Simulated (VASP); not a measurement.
**TaSi2: relaxation of cell and atoms with revPBE+D4**

The system is TaSi2.

```
Ta Si
1.0
     4.78390    0.00000    0.00000
    -2.39195    4.14298    0.00000
     0.00000    0.00000    6.57000
Ta Si
3 6
Direct
  0.00000 0.50000 0.33333
  0.50000 0.50000 0.66667
  0.50000 0.00000 0.00000
  0.31794 0.15897 0.33333
  0.15897 0.84103 0.66667
  0.84103 0.68206 0.00000
  0.68206 0.84103 0.33333
  0.84103 0.15897 0.66667
  0.15897 0.31794 0.00000
```

```
Program                : VASP 6.6.1
Task                   : relaxation of cell and atoms
Functional             : revPBE
Dispersion             : D4
Potentials or basis    : VASP PAW PBE potentials, release 64 (Ta_pv, Si)
Cutoff                 : 600 eV
k mesh                 : 7 × 7 × 4
Occupations            : fermi-dirac, width 0.05 eV
Spin                   : no spin polarisation
Dipole correction      : no
Further INCAR settings : ALGO = Normal; EDIFF = 1e-07; IBRION = 2; EDIFFG = -0.01; NSW = 60; ISIF = 3
```

The relaxed volume is 14.22 Å³/atom and the relaxed cell is a = 4.747 Å, b = 4.747 Å, c = 6.558 Å, α = 90.00°, β = 90.00°, γ = 120.00°. The space group after relaxing (to 0.1 Å) is P6_422 (No. 181) and the energy gained by relaxing is 2.9 meV/atom. The ionic steps are 7 and the pressure after relaxing is 0.0 GPa. The largest force after relaxing is 0.009 eV/Å and the band gap on the k mesh is zero (an odd number of electrons rules out a gap without spin polarisation). The dispersion energy per atom is -0.708 eV.

Forces in eV/Å, atoms in the order of the input:
```
Ta   0.000  0.000  0.000
Ta   0.000  0.000  0.000
Ta   0.000  0.000  0.000
Si   0.008  0.005  0.000
Si   0.008 -0.005  0.000
Si   0.000 -0.009  0.000
Si  -0.008 -0.005  0.000
Si  -0.008  0.005  0.000
Si   0.000  0.009  0.000
```

Step by step:
| step | energy change (eV) | largest force (eV/Å) | pressure (GPa) | volume (Å³) |
| --- | --- | --- | --- | --- |
| 1 | 0.0000 | 0.0402 | -3.20 | 130.21 |
| 2 | 0.0235 | 0.0319 | 5.18 | 124.85 |
| 3 | -0.0242 | 0.0366 | 0.13 | 127.94 |
| 4 | -0.0255 | 0.0262 | -0.03 | 127.96 |
| 5 | -0.0257 | 0.0283 | 0.00 | 127.96 |
| 6 | -0.0257 | 0.0287 | 0.01 | 127.96 |
| 7 | -0.0258 | 0.0090 | -0.01 | 127.97 |

Final structure:
```cif
data_structure
_symmetry_space_group_name_H-M 'P 1'
_symmetry_Int_Tables_number 1
_cell_length_a 4.7468
_cell_length_b 4.7468
_cell_length_c 6.5584
_cell_angle_alpha 90.000
_cell_angle_beta 90.000
_cell_angle_gamma 120.000
_cell_volume 127.97
loop_
_atom_site_label
_atom_site_type_symbol
_atom_site_fract_x
_atom_site_fract_y
_atom_site_fract_z
_atom_site_occupancy
Ta1 Ta 0.00000 0.50000 0.33333 1
Ta2 Ta 0.50000 0.50000 0.66667 1
Ta3 Ta 0.50000 0.00000 0.00000 1
Si1 Si 0.31874 0.15937 0.33333 1
Si2 Si 0.15937 0.84063 0.66667 1
Si3 Si 0.84063 0.68126 0.00000 1
Si4 Si 0.68126 0.84063 0.33333 1
Si5 Si 0.84063 0.15937 0.66667 1
Si6 Si 0.15937 0.31874 0.00000 1
```

Levels at points of the mesh, in eV from the Fermi level:
| k point | band 26 | band 27 | band 28 | band 29 | band 30 | band 31 | band 32 | band 33 |
| --- | --- | --- | --- | --- | --- | --- | --- | --- |
| (0.00, 0.00, 0.00) | -2.42 | -2.22 | -2.22 | -1.50 | 0.71 | 3.05 | 3.05 | 3.56 |
| (0.00, 0.00, 0.50) | -2.00 | -1.79 | -1.79 | 1.11 | 1.11 | 2.71 | 2.71 | 3.51 |

Wall time 5.4 min on 1 thread of AMD EPYC 9R45 96-Core Processor (Zen 5) (shared host), peak memory 0.33 GiB.

Caveat: the PAW data sets were made with another functional, which shifts forces and pressure a little; spin-orbit coupling is left out, which moves the levels of the heavy elements; an odd number of electrons without spin polarisation forces a metal; a magnetic or distorted state may lie lower.
